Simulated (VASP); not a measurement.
# InSb: single point with PBE

The system is InSb.

```
CELL_PARAMETERS angstrom
0.00000 3.22009 3.22009
3.22009 0.00000 3.22009
3.22009 3.22009 0.00000
ATOMIC_POSITIONS crystal
In 0.00000 0.00000 0.00000
Sb 0.50000 0.50000 0.50000
```

```
Program             : VASP 6.6.1
Task                : single point
Functional          : PBE
Potentials or basis : VASP PAW PBE potentials, release 64 (In_d, Sb)
Cutoff              : 500 eV
k mesh              : 1 × 1 × 3
Occupations         : gaussian, width 0.1 eV
Spin                : no spin polarisation
```

The pressure is 17.1 GPa. The band gap on the k mesh is zero (band 9 reaches 5.83 eV, above the bottom of band 10 at 5.62 eV).

Levels at points of the mesh, in eV from the Fermi level:
| k point | band 7 | band 8 | band 9 | band 10 | band 11 | band 12 |
| --- | --- | --- | --- | --- | --- | --- |
| (0.00, 0.00, 0.00) | -1.81 | -0.33 | -0.26 | -0.26 | 4.88 | 4.89 |

Wall time 5.4 s on 1 thread of Intel(R) Xeon(R) Platinum 8488C (Sapphire Rapids), with other jobs on the host, peak memory 0.19 GiB.

Caveat: the k points lie up to 1.69 Å⁻¹ apart; spin-orbit coupling is left out, which moves the levels of the heavy elements.
